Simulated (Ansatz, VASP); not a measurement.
# As in VASP and in Ansatz

The input INCAR:

```
SYSTEM = As
PREC = Accurate ; ENCUT = 520
EDIFF = 1E-7 ; ISMEAR = 0
SIGMA = 0.02 ; LREAL = .False.
LASPH = .True. ; NELM = 80
ALGO = Normal ; ISIF = 2
LWAVE = .False. ; LCHARG = .False.
LDIPOL = .True. ; IDIPOL = 3
DIPOL = 0.5 0.5 0.500 ; GGA = PE
NBANDS = 12
```

The input KPOINTS:

```
regular mesh
0
Gamma
  9 9 1
  0 0 0
```

File POSCAR:

```
As
1.0
    3.5550000000      0.0000000000      0.0000000000
   -1.7775000000      3.0787203105      0.0000000000
    0.0000000000      0.0000000000     28.0000000000
As
2
Direct
    0.3333333333      0.6666666667      0.5053214286
    0.6666666667      0.3333333333      0.4946785714
```

Input for Ansatz:

```yaml
crystal:
  lattice:
    - [3.555, 0.0, 0.0]
    - [-1.7775, 3.0787203105, 0.0]
    - [0.0, 0.0, 28.0]
  atoms:
    - { symbol: As, position: [0.3333333333, 0.6666666667, 0.5053214286] }
    - { symbol: As, position: [0.6666666667, 0.3333333333, 0.4946785714] }
  periodic: [true, true, false]
basis:
  ecutwfc: 420
kpoints:
  mp_grid: { grid: [9, 9, 1] }
hamiltonian:
  xc: pbe
scf:
  occupations: { method: gaussian, width: 0.02 }
output:
  forces: true
  stress: true
  eigenvalues: true
```

Alike in both runs: task single point; functional PBE; k mesh 9 × 9 × 1; occupations gaussian, width 0.02 eV; no spin polarisation.

|  | VASP | Ansatz |
| --- | --- | --- |
| version | VASP 6.6.1 | Ansatz 0.2.0 |
| potentials or method | VASP PAW PBE potentials, release 64 (As), cutoff 520 eV | scalar-relativistic, plane waves, PAW |
| valence electrons in the cell | 10 | 30 |

|  | VASP | Ansatz | Ansatz less VASP |
| --- | --- | --- | --- |
| gap on the k mesh at the Fermi level (eV) | none | none | - |
| rms of the force components (eV/Å) | 1.965 | 1.941 | -0.0241 |

Atom by atom the forces differ by 0.024 eV/Å (rms over components). A gap of «none» marks a metal or a gap that the smearing closes. With one functional, cell and mesh, what is left measures potentials, basis and numerics. VASP's potentials hold 10 valence electrons a cell and Ansatz's 30, so a difference there can come from the potentials and not from the codes.
